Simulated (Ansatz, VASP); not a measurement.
## Al: VASP beside Ansatz

```xyz
1
Lattice="-1.6195 1.6195 1.6195 1.6195 -1.6195 1.6195 1.6195 1.6195 -1.6195" Properties=species:S:1:pos:R:3 pbc="T T T"
Al    0.0000    0.0000    0.0000
```

Alike in both runs: task relaxation of cell and atoms; functional PBE; k mesh 18 × 18 × 18; occupations gaussian, width 0.1 eV; no spin polarisation.

|  | VASP | Ansatz |
| --- | --- | --- |
| version | VASP 6.6.1 | Ansatz 0.2.0 |
| potentials or method | VASP PAW PBE potentials, release 64 (Al), cutoff 600 eV | scalar-relativistic, plane waves, PAW |
| valence electrons in the cell | 3 | 3 |

|  | VASP | Ansatz | Ansatz less VASP |
| --- | --- | --- | --- |
| gap on the k mesh at the Fermi level, each at its own relaxed structure (eV) | none | none | - |
| relaxed volume (Å³/atom) | 16.93 | 16.93 | +0.003 |
| relaxed cell length with the largest relative difference (Å) | 2.802 | 2.802 | +0.0002 |

A gap of «none» marks a metal or a gap that the smearing closes.
